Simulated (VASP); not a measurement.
## InAs: single point with r2SCAN

InAs:

```
In As
1.0
     0.00000    3.02400    3.02400
     3.02400    0.00000    3.02400
     3.02400    3.02400    0.00000
In As
1 1
Cartesian
  0.0000 0.0000 0.0000
  4.5360 4.5360 4.5360
```

```
Program             : VASP 6.6.1
Task                : single point
Functional          : r2SCAN
Potentials or basis : VASP PAW PBE potentials, release 64 (In_d, As)
Cutoff              : 520 eV
k mesh              : 8 × 8 × 8
Occupations         : gaussian, width 0.05 eV
Spin                : non-collinear spin, zero start, spin-orbit coupling
Starting moments    : [[0.0, 0.0, 0.0], [0.0, 0.0, 0.0]] μB
```

| Quantity | Value |
| --- | --- |
| Pressure | 1.8 GPa |
| Net moment | 0.00 μB per cell |
| Valence electrons inside the program's atomic spheres | In 11.49; As 2.85 |

Moments on the atoms (μB; x, y, z):
```
In  0.00 0.00 0.00
As  0.00 0.00 0.00
```

Run time: 3.8 min on 1 thread of Intel(R) Xeon(R) 6975P-C (Granite Rapids), with other jobs on the host, peak memory 0.43 GiB.

Caveat: the PAW data sets were made with another functional, which shifts forces and pressure a little.
